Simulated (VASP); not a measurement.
The system is YSi2Os2.

```
CELL_PARAMETERS angstrom
-2.08532 2.08532 4.85040
2.08532 -2.08532 4.85040
2.08532 2.08532 -4.85040
ATOMIC_POSITIONS crystal
Y 0.00000 0.00000 0.00000
Si 0.37198 0.37198 0.00000
Si 0.62802 0.62802 0.00000
Os 0.75000 0.25000 0.50000
Os 0.25000 0.75000 0.50000
```

| Property | Result |
| --- | --- |
| Program | VASP 6.6.1 |
| Task | relaxation of cell and atoms |
| Functional | LDA |
| Potentials or basis | VASP PAW LDA potentials, release 64 (Y_sv, Si, Os) |
| Cutoff | 600 eV |
| k mesh | 12 × 12 × 12 |
| Occupations | gaussian, width 0.1 eV |
| Spin | no spin polarisation |

At the start: pressure -8.1 GPa; volume 16.87 Å³/atom.

Task: Where does the relaxation end?

Result: Over 11 steps the energy falls by 18.1 meV/atom and the volume is 16.17 Å³/atom (-4.2 %); space group I4/mmm (No. 139, to 0.05 Å).

The path:
| step | energy change (eV) | largest force (eV/Å) | pressure (GPa) | volume (Å³) |
| --- | --- | --- | --- | --- |
| 1 | 0.0000 | 0.3109 | -8.09 | 84.37 |
| 2 | 0.3756 | 1.6416 | 22.98 | 74.38 |
| 3 | -0.0875 | 0.1938 | -0.39 | 81.19 |
| 4 | -0.0876 | 0.2093 | -0.15 | 81.10 |
| 5 | -0.0876 | 0.2207 | 0.02 | 81.03 |
| 6 | -0.0905 | 0.0444 | 0.15 | 80.80 |
| 7 | -0.0905 | 0.0269 | 0.16 | 80.78 |
| 8 | -0.0905 | 0.0108 | -0.31 | 80.94 |
| 9 | -0.0905 | 0.0091 | -0.07 | 80.86 |
| 10 | -0.0906 | 0.0059 | -0.03 | 80.84 |
| 11 | -0.0906 | 0.0031 | -0.01 | 80.83 |

Final structure:
```
Y Si Os
1.0
    -2.05661    2.05661    4.77764
     2.05661   -2.05661    4.77764
     2.05661    2.05661   -4.77764
Y Si Os
1 2 2
Direct
  0.00000 0.00000 0.00000
  0.37272 0.37272 0.00000
  0.62728 0.62728 0.00000
  0.75000 0.25000 0.50000
  0.25000 0.75000 0.50000
```
